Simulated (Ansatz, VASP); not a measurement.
# ZrS2 in VASP and in Ansatz

```
S Zr
1.0
     7.27004    0.00000    0.00000
    -3.63502    6.29604    0.00000
     0.00000    0.00000   22.95371
S Zr
8 4
Cartesian
  1.8175 1.0493 8.0000
  0.0000 4.1974 8.0000
  5.4525 1.0493 8.0000
  3.6350 4.1974 8.0000
  -0.0004 2.0994 10.9208
  -1.8218 5.2467 10.9276
  3.6368 2.1025 10.9271
  1.8198 5.2432 10.9287
  -0.0011 -0.0055 9.4598
  -1.8221 3.1516 9.4592
  3.6355 0.0000 9.4775
  1.8227 3.1513 9.4594
```

Alike in both runs: task single point; functional PBE; dispersion D3(BJ); k mesh 3 × 3 × 1; occupations gaussian, width 0.05 eV; no spin polarisation.

```csv
,VASP,Ansatz
version,VASP 6.6.1,Ansatz 0.2.0
potentials or method,"VASP PAW PBE potentials, release 64 (S, Zr_sv), cutoff 400 eV","scalar-relativistic, plane waves, PAW"
valence electrons in the cell,96,96
```

|  | VASP | Ansatz | Ansatz less VASP |
| --- | --- | --- | --- |
| gap on the k mesh at the Fermi level (eV) | 1.05 | 1.06 | +0.003 |
| least direct gap on the mesh (eV) | 1.05 | 1.06 | +0.003 |
| rms of the force components (eV/Å) | 0.052 | 0.051 | -0.0009 |
